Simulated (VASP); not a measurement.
# BaO (Fm-3m) in VASP: single point with PBE

Aim: the single point of BaO with PBE.

Everything below comes from runs of VASP 6.6.1. Logs are shortened: lines on timing, memory, paths and dates and some standing lists are left out, and cuts for length are marked.

## 1. The cell of the first run

The structure is cubic, space group Fm-3m (No. 225). The conventional cell has a = 5.450 Å, b = 5.450 Å, c = 5.450 Å, α = 90.00°, β = 90.00°, γ = 90.00°. Ba (site symmetry m-3m) has 6 O at 2.72 Å within 3.6 Å. O (site symmetry m-3m) has 6 Ba at 2.72 Å within 3.6 Å.

## 2. Single point, PBE (volume changed by -5%)

File INCAR:

```
ALGO = Normal
EDIFF = 1E-6
ENCUT = 600
GGA = PE
GGA_COMPAT = False
ISIF = 2
ISMEAR = 0
LASPH = True
LCHARG = True
LELF = True
LREAL = False
LVHAR = True
LWAVE = False
NBANDS = 15
NELM = 120
PREC = Accurate
SIGMA = 0.01
```

File KPOINTS:

```
k-points
0
Gamma
  6 6 6
```

File POSCAR:

```
BaO
1.0
    0.0000000000      2.7249516873      2.7249516873
    2.7249516873      0.0000000000      2.7249516873
    2.7249516873      2.7249516873      0.0000000000
Ba O
1 1
Direct
    0.0000000000      0.0000000000      0.0000000000
    0.5000000000      0.5000000000      0.5000000000
```

Potentials or basis: VASP PAW PBE potentials, release 64 (Ba_sv, O).

Run with:

```bash
> cat potpaw_PBE.64/Ba_sv/POTCAR potpaw_PBE.64/O/POTCAR > POTCAR
> mpirun -np 1 vasp_std > vasp.out
```

OUTCAR:

```text
EDIFF = 1E-6
   ENCUT = 600
   GGA = PE
   ISIF = 2
   ISMEAR = 0
   LASPH = True
   LREAL = False
   NELM = 120
   PREC = Accurate

 ion  position               nearest neighbor table
   1  0.000  0.000  0.000-   2 2.72   2 2.72   2 2.72   2 2.72   2 2.72   2 2.72
   2  0.500  0.500  0.500-   1 2.72   1 2.72   1 2.72   1 2.72   1 2.72   1 2.72

  LATTYP: Found a face centered cubic cell.
 ALAT       =     5.4499033746

  Lattice vectors:

 A1 = (   0.0000000000,   2.7249516873,   2.7249516873)
 A2 = (   2.7249516873,   0.0000000000,   2.7249516873)
 A3 = (   2.7249516873,   2.7249516873,   0.0000000000)

Analysis of symmetry for initial positions (statically):
=====================================================================
 Subroutine PRICEL returns:
 Original cell was already a primitive cell.

 Routine SETGRP: Setting up the symmetry group for a
 face centered cubic supercell.

 Subroutine GETGRP returns: Found 48 space group operations
 (whereof 48 operations were pure point group operations)
 out of a pool of 48 trial point group operations.

The static configuration has the point symmetry O_h .

Analysis of symmetry for dynamics (positions and initial velocities):
=====================================================================
 Subroutine PRICEL returns:
 Original cell was already a primitive cell.

 Routine SETGRP: Setting up the symmetry group for a
 face centered cubic supercell.

 Subroutine GETGRP returns: Found 48 space group operations
 (whereof 48 operations were pure point group operations)
 out of a pool of 48 trial point group operations.

The dynamic configuration has the point symmetry O_h .

 Subroutine INISYM returns: Found 48 space group operations
 (whereof 48 operations are pure point group operations),
 and found     1 'primitive' translations

----------------------------------------------------------------------------------------

                                     Primitive cell

  volume of cell :      40.4675

  direct lattice vectors                    reciprocal lattice vectors
     0.000000000  2.724951687  2.724951687    -0.183489492  0.183489492  0.183489492
     2.724951687  0.000000000  2.724951687     0.183489492 -0.183489492  0.183489492
     2.724951687  2.724951687  0.000000000     0.183489492  0.183489492 -0.183489492

  length of vectors
     3.853663633  3.853663633  3.853663633     0.317813122  0.317813122  0.317813122

  position of ions in fractional coordinates (direct lattice)
     0.000000000  0.000000000  0.000000000
     0.500000000  0.500000000  0.500000000

  ion indices of the primitive-cell ions
   primitive index   ion index
                 1           1
                 2           2

----------------------------------------------------------------------------------------

 KPOINTS: k-points

Automatic generation of k-mesh.
 Grid dimensions read from file:
 generate k-points for:    6    6    6

 Generating k-lattice:

  Cartesian coordinates                     Fractional coordinates (reciprocal lattice)
    -0.030581582  0.030581582  0.030581582     0.166666667  0.000000000  0.000000000
     0.030581582 -0.030581582  0.030581582     0.000000000  0.166666667  0.000000000
     0.030581582  0.030581582 -0.030581582     0.000000000  0.000000000  0.166666667

  Length of vectors
     0.052968854  0.052968854  0.052968854

  Shift w.r.t. Gamma in fractional coordinates (k-lattice)
     0.000000000  0.000000000  0.000000000

 Subroutine IBZKPT returns following result:
 ===========================================

 Found     16 irreducible k-points:

 Following reciprocal coordinates:
            Coordinates               Weight
  0.000000  0.000000  0.000000      1.000000
  0.166667  0.000000  0.000000      8.000000
  0.333333  0.000000  0.000000      8.000000
  0.500000  0.000000  0.000000      4.000000
  0.166667  0.166667  0.000000      6.000000
  0.333333  0.166667  0.000000     24.000000
[... 8 lines left out ...]
 -0.333333  0.333333  0.166667     24.000000
 -0.333333  0.500000  0.166667     12.000000
   k-points           NKPTS =     16   k-points in BZ     NKDIM =     16   number of bands    NBANDS=     15
   number of dos      NEDOS =    301   number of ions     NIONS =      2
   total plane-waves  NPLWV =  32768
   dimension x,y,z NGX =    32 NGY =   32 NGZ =   32
   dimension x,y,z NGXF=    64 NGYF=   64 NGZF=   64
   ions per type =               1   1
   NGX,Y,Z   is equivalent  to a cutoff of  13.80, 13.80, 13.80 a.u.
   NGXF,Y,Z  is equivalent  to a cutoff of  27.61, 27.61, 27.61 a.u.
 SYSTEM =  unknown system
   PREC   = accura    normal or accurate (medium, high low for compatibility)
   ISTART =      0    job   : 0-new  1-cont  2-samecut
   ICHARG =      2    charge: 1-file 2-atom 10-const
   ISPIN  =      1    spin polarized calculation?
   LNONCOLLINEAR =      F non collinear calculations
   LSORBIT =      F    spin-orbit coupling
   LASPH  =      T    aspherical Exc in radial PAW
   ENCUT  =  600.0 eV  44.10 Ry    6.64 a.u.   7.70  7.70  7.70*2*pi/ulx,y,z
   NELM   =    120;   NELMIN=  2; NELMDL= -5     # of ELM steps
   EDIFF  = 0.1E-05   stopping-criterion for ELM
   LREAL  =      F    real-space projection
   EDIFFG = 0.1E-04   stopping-criterion for IOM
   NSW    =      0    number of steps for IOM
   IBRION =     -1    ionic relax: 0-MD 1-quasi-New 2-CG
   NFREE  =      0    steps in history (QN), initial steepest desc. (CG)
   ISIF   =      2    stress and relaxation
   ISYM   =      2    0-nonsym 1-usesym 2-fastsym
   POTIM  = 0.5000    time-step for ionic-motion
   TEBEG  =    0.0;   TEEND  =   0.0 temperature during run
   PSTRESS=    0.0 pullay stress
   NELECT =      16.0000    total number of electrons
   NUPDOWN=      -1.0000    fix difference up-down
   EMIN   =  10.00;   EMAX   =-10.00  energy-range for DOS
   EFERMI =   0.00;   METHOD = LEGACY
   ISMEAR =     0;   SIGMA  =   0.01  broadening in eV -4-tet -1-fermi 0-gaus
   EFERMI_NEDOS =   21; number of points for ismear=-14 and -15
   IALGO  =     38    algorithm
   IMIX   =      4    mixing-type and parameters
     AMIX     =   0.40;   BMIX     =  1.00
     AMIX_MAG =   1.60;   BMIX_MAG =  1.00
  volume/ion in A,a.u.               =      20.23       136.54
  Fermi-wavevector in a.u.,A,eV,Ry     =   1.201562  2.270622 19.643413  1.443750
  Thomas-Fermi vector in A             =   2.337367
   LORBIT       =      0    0 simple, 1 ext, 2 COOP (PROOUT), +10 PAW based schemes
   GGA     = PE    functional components
   LHFCALC =     F    Hartree Fock is set to
   AEXX    =    0.0000 exact exchange contribution
   IVDW    =     0    specifies the selected vdW correction
   LEPSILON=     F    determine dielectric tensor
   LRPA    =     F    only Hartree local field effects (RPA)
 non-spin polarized calculation
 Gauss-broadening in eV      SIGMA  =   0.01
  energy-cutoff  :      600.00
  volume of cell :       40.47
 maximum number of plane-waves:      1363
   NGX = 15   NGY = 15   NGZ = 15

 number of electron      15.9999998 magnetization

 Free energy of the ion-electron system (eV)
  ---------------------------------------------------
  ext. energy  EPLUGINS =         0.00000000
  ---------------------------------------------------
  free energy    TOTEN  =       -11.72822918 eV

  energy without entropy =      -11.72822918  energy(sigma->0) =      -11.72822918

 E-fermi :   2.3173     XC(G=0):  -9.8464

 val. band max:        2.2353875866   @ k =   0.5000   0.5000   0.0000
 cond. band min:       4.0293995744   @ k =   0.5000   0.5000   0.0000
 fundamental gap:      1.7940119878
 Fermi energy:         2.3173005097

 k-point     1 :       0.0000    0.0000    0.0000
  band No.  band energies     occupation
      1     -23.7031      2.00000
      2     -12.9365      2.00000
      3      -8.1112      2.00000
      4      -8.1112      2.00000
      5      -8.1112      2.00000
      6       1.7567      2.00000
      7       1.7567      2.00000
      8       1.7567      2.00000
      9       5.9857      0.00000
     10       6.8743      0.00000
     11       6.8743      0.00000
     12       6.8743      0.00000
     13       9.2660      0.00000
     14       9.2660      0.00000
     15      12.2278      0.00000

 k-point     2 :       0.1667    0.0000    0.0000
  band No.  band energies     occupation
      1     -23.6273      2.00000
      2     -13.1508      2.00000
      3      -8.1757      2.00000
      4      -8.1451      2.00000
      5      -8.1451      2.00000
      6       1.2003      2.00000
      7       1.3926      2.00000
      8       1.3926      2.00000
      9       6.6345      0.00000
     10       7.1836      0.00000
     11       7.4095      0.00000
     12       7.4095      0.00000
     13      10.0047      0.00000
     14      10.0047      0.00000
     15      13.9122      0.00000

 k-point     3 :       0.3333    0.0000    0.0000
  band No.  band energies     occupation
      1     -23.4686      2.00000
      2     -13.5814      2.00000
      3      -8.2902      2.00000
      4      -8.2102      2.00000
      5      -8.2102      2.00000
      6       0.3762      2.00000
      7       0.7842      2.00000
      8       0.7842      2.00000
      9       6.8610      0.00000
     10       8.7049      0.00000
     11       8.7049      0.00000
     12       9.4445      0.00000
     13      11.6412      0.00000
     14      11.6412      0.00000
     15      16.3754      0.00000

 k-point     4 :       0.5000    0.0000    0.0000
  band No.  band energies     occupation
      1     -23.3855      2.00000
      2     -13.7979      2.00000
      3      -8.3410      2.00000
      4      -8.2414      2.00000
      5      -8.2414      2.00000
      6       0.0335      2.00000
      7       0.5210      2.00000
      8       0.5210      2.00000
      9       7.1996      0.00000
     10       9.5208      0.00000
     11       9.5208      0.00000
     12      10.6795      0.00000
     13      13.0842      0.00000
     14      13.0842      0.00000
     15      15.9132      0.00000
[... 163 lines left out ...]
 k-point    14 :       0.5000    0.3333    0.1667
  band No.  band energies     occupation
      1     -23.3713      2.00000
      2     -13.4800      2.00000
      3      -8.8874      2.00000
      4      -8.8387      2.00000
      5      -8.2690      2.00000
      6       0.8181      2.00000
      7       1.0667      2.00000
      8       1.8139      2.00000
      9       5.7987      0.00000
     10       8.4704      0.00000
     11       9.5770      0.00000
     12      10.2516      0.00000
     13      11.7555      0.00000
     14      13.6540      0.00000
     15      15.4525      0.00000

 k-point    15 :      -0.3333    0.3333    0.1667
  band No.  band energies     occupation
      1     -23.3185      2.00000
      2     -13.5085      2.00000
      3      -9.0898      2.00000
      4      -9.0766      2.00000
      5      -8.2031      2.00000
      6       0.6021      2.00000
      7       1.5933      2.00000
      8       1.6036      2.00000
      9       6.9773      0.00000
     10       7.2325      0.00000
     11       9.8254      0.00000
     12      10.9803      0.00000
     13      12.4506      0.00000
     14      14.4850      0.00000
     15      15.1089      0.00000

 k-point    16 :      -0.3333    0.5000    0.1667
  band No.  band energies     occupation
      1     -23.2976      2.00000
      2     -13.3419      2.00000
      3      -9.5770      2.00000
      4      -9.0686      2.00000
      5      -8.3327      2.00000
      6       1.0032      2.00000
      7       1.9364      2.00000
      8       2.0978      2.00000
      9       5.4058      0.00000
     10       8.5067      0.00000
     11       9.1037      0.00000
     12      12.0331      0.00000
     13      12.2664      0.00000
     14      14.7434      0.00000
     15      14.9788      0.00000

------------------------ aborting loop because EDIFF is reached ----------------------------------------

  FORCE on cell =-STRESS in cart. coord.  units (eV):
  Direction    XX          YY          ZZ          XY          YZ          ZX
  --------------------------------------------------------------------------------------
  -------------------------------------------------------------------------------------
  Total        1.8769518      1.8769518      1.8769518      0.0000000      0.0000000      0.0000000
  in kB       74.3117150     74.3117150     74.3117150      0.0000000      0.0000000      0.0000000
  external PRESSURE =      74.3117150 kB  Pullay stress =       0.0000000 kB

 VOLUME and BASIS-vectors are now :
 -----------------------------------------------------------------------------
  energy-cutoff  :      600.00
  volume of cell :       40.47
      direct lattice vectors                 reciprocal lattice vectors
     0.000000000  2.724951687  2.724951687    -0.183489492  0.183489492  0.183489492
     2.724951687  0.000000000  2.724951687     0.183489492 -0.183489492  0.183489492
     2.724951687  2.724951687  0.000000000     0.183489492  0.183489492 -0.183489492

 POSITION                                       TOTAL-FORCE (eV/Angst)
 -----------------------------------------------------------------------------------
      0.00000      0.00000      0.00000        -0.000000      0.000000     -0.000000
      2.72495      2.72495      2.72495         0.000000     -0.000000      0.000000
 -----------------------------------------------------------------------------------
    total drift:                                0.000000     -0.000000      0.000000

  FREE ENERGIE OF THE ION-ELECTRON SYSTEM (eV)
  ---------------------------------------------------
  free  energy   TOTEN  =       -11.7282291845 eV

  energy  without entropy=      -11.7282291845  energy(sigma->0) =      -11.72822918
```

Run time: 7.8 s. Hardware: 1 thread of Intel Xeon Platinum 8559C (Emerald Rapids), shared host; peak memory 0.17 GiB.

What came out:

* Free energy: -11.7282 eV
* Pressure: 7.4 GPa
* Band gap on the k mesh: 1.79 eV, direct

Caveat: spin-orbit coupling is left out, which moves the levels of the heavy elements. A k mesh can miss the band edges.
